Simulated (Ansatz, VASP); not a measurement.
# GaN: VASP beside Ansatz

```
Ga N
1.0
     3.17015    0.00000    0.00000
    -1.58508    2.74543    0.00000
     0.00000    0.00000    5.08574
Ga N
2 2
Direct
  0.33333 0.66667 0.99913
  0.66667 0.33333 0.49913
  0.33333 0.66667 0.37587
  0.66667 0.33333 0.87587
```

Change from the starting cell: strain -0.015 along x and y, -0.030 along z, atoms carried along.

Alike in both runs: task single point; functional PBE; k mesh 12 × 12 × 6; occupations gaussian, width 0.05 eV; no spin polarisation.

```csv
,VASP,Ansatz
version,VASP 6.6.1,Ansatz 0.2.0
potentials or method,"VASP PAW PBE potentials, release 64 (Ga_d, N), cutoff 520 eV","scalar-relativistic, plane waves, PAW"
valence electrons in the cell,36,36
```

VASP gave:

* gap on the k mesh at the Fermi level (eV): 2.15
* least direct gap on the mesh (eV): 2.15
* pressure (GPa): 12.0
* traceless stress, the component that is largest in VASP (GPa): 4.35
* rms of the force components (eV/Å): 0.108

Question: What did Ansatz give for the same quantities?

Answer: gap on the k mesh at the Fermi level (eV): 2.14; least direct gap on the mesh (eV): 2.14; pressure (GPa): 12.0; traceless stress, the component that is largest in VASP (GPa): 4.33; rms of the force components (eV/Å): 0.111.

Atom by atom the forces differ by 0.003 eV/Å (rms over components).
